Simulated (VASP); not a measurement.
Set up this calculation in VASP 6.6.1, as the native input.

```yaml
Task: single point
Functional: r2SCAN
Dispersion: rVV10
Potentials_or_basis: VASP PAW PBE potentials, release 64 (Hg, Se)
Cutoff: 550 eV
k_mesh: 6 × 6 × 6
Occupations: fermi-dirac, width 0.02 eV
Spin: no spin polarisation
Dipole_correction: no
Further_INCAR_settings: ALGO = Normal; EDIFF = 1e-06; NBANDS = 16
```

The system is HgSe.

```
Hg Se
1.0
     0.00000    3.09267    3.09267
     3.09267    0.00000    3.09267
     3.09267    3.09267    0.00000
Hg Se
1 1
Direct
  0.00000 0.00000 0.00000
  0.25000 0.25000 0.25000
```

One way to write it, as run:

POSCAR

```
HgSe
1.0
    0.0000000000      3.0926746572      3.0926746572
    3.0926746572      0.0000000000      3.0926746572
    3.0926746572      3.0926746572      0.0000000000
Hg Se
1 1
Direct
    0.0000000000      0.0000000000      0.0000000000
    0.2500000000      0.2500000000      0.2500000000
```

INCAR.step1

```
ALGO = Normal ; EDIFF = 1E-5
ENCUT = 550 ; GGA = PE
GGA_COMPAT = F ; ISMEAR = -1
LASPH = T ; LCHARG = F
LREAL = F ; LWAVE = T
NBANDS = 16 ; NELM = 120
PREC = Accurate ; SIGMA = 0.02
```

INCAR.step2

```
ALGO = Normal ; BPARAM = 11.95
CPARAM = 0.0093 ; EDIFF = 1E-6
ENCUT = 550 ; GGA_COMPAT = F
ISIF = 2 ; ISMEAR = -1
ISTART = 1 ; IVDW_NL = 2
LASPH = T ; LCHARG = T
LELF = T ; LMIXTAU = T
LREAL = F ; LUSE_VDW = T
LVHAR = T ; LWAVE = F
METAGGA = R2SCAN ; NBANDS = 16
NELM = 120 ; PREC = Accurate
SIGMA = 0.02
```

KPOINTS

```
k-points
0
Gamma
  6 6 6
```

Potentials or basis: VASP PAW PBE potentials, release 64 (Hg, Se).

Launch:

```sh
$ cat potpaw_PBE.64/Hg/POTCAR potpaw_PBE.64/Se/POTCAR > POTCAR
$ cp INCAR.step1 INCAR
$ mpirun -np 1 vasp_std > vasp.out
$ cp INCAR.step2 INCAR
$ mpirun -np 1 vasp_std > vasp.out
```

Results of the run:

The pressure is -0.5 GPa and the band gap on the k mesh is zero (filled and empty bands touch).

Caveat: semilocal functionals underestimate gaps, so a narrow gap can read as zero; the PAW data sets were made with another functional, which shifts forces and pressure a little; spin-orbit coupling is left out, which moves the levels of the heavy elements.

Run time: 4.9 min on 1 thread of Intel Xeon 8259CL (shared host), peak memory 0.39 GiB.
